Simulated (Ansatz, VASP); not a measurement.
WC in VASP and in Ansatz

```
CELL_PARAMETERS angstrom
2.84129 0.00000 0.00000
-1.42065 2.46063 0.00000
0.00000 0.00000 2.77125
ATOMIC_POSITIONS crystal
W 0.00000 0.00000 0.00000
C 0.66667 0.33333 0.50000
```

Change from the starting cell: volume scaled by 0.94.

Alike in both runs: task single point; functional PBEsol; k mesh 14 × 14 × 13; occupations fermi-dirac, width 0.05 eV; no spin polarisation.

```csv
,VASP,Ansatz
version,VASP 6.6.1,Ansatz 0.2.0
potentials or method,"VASP PAW PBE potentials, release 64 (W_sv, C), cutoff 520 eV","all-electron LAPW, scalar-relativistic"
```

VASP gave:

| Quantity | Value |
| --- | --- |
| pressure (GPa) | 29.7 |
| traceless stress, the component that is largest in VASP (GPa) | 3.32 |

Q: Which values does Ansatz return?

A: Pressure (GPa): 27.9; traceless stress, the component that is largest in VASP (GPa): 2.99.

VASP's potentials were made for PBE, not for PBEsol. Ansatz ran all-electron here, and VASP with PAW potentials.

Spin-orbit coupling is off throughout.
